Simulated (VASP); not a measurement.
Input of a VASP 6.6.1 run:

Contents of INCAR:

```
SYSTEM = GaAs
ALGO     = Normal         ! electronic algorithm
EDIFF    = 1E-6           ! SCF threshold, eV
ENCUT    = 500            ! plane-wave cutoff, eV
GGA      = PS             ! functional
GGA_COMPAT= .False.      
ISIF     = 2              ! what is computed and relaxed
ISMEAR   = 0              ! smearing method
LASPH    = .True.         ! aspherical terms in the spheres
LCHARG   = .False.        ! write CHGCAR
LREAL    = .False.        ! projectors in reciprocal space
LWAVE    = .False.        ! write WAVECAR
NBANDS   = 16             ! bands
NELM     = 120            ! most SCF steps
PREC     = Accurate       ! precision mode
SIGMA    = 0.1            ! smearing width, eV
```

KPOINTS

```
k-points
0
Gamma
  6 6 6
  0 0 0
```

Contents of POSCAR:

```
GaAs
1.0
    0.0000000000      2.8123935034      2.8123935034
    2.8123935034      0.0000000000      2.8123935034
    2.8123935034      2.8123935034      0.0000000000
Ga As
1 1
Direct
    0.0000000000      0.0000000000      0.0000000000
    0.2500000000      0.2500000000      0.2500000000
```

Potentials or basis: VASP PAW PBE potentials, release 64 (Ga_d, As).

Run with:

```bash
$ cat potpaw_PBE.64/Ga_d/POTCAR potpaw_PBE.64/As/POTCAR > POTCAR
$ mpirun -np 1 vasp_std > vasp.out
```

Task: Predict the pressure.

Result: 1.5 GPa.

Task: Predict the band gap on the k mesh.

Result: 0.57 eV.

Caveat: the PAW data sets were made with another functional, which shifts forces and pressure a little. A k mesh can miss the band edges.
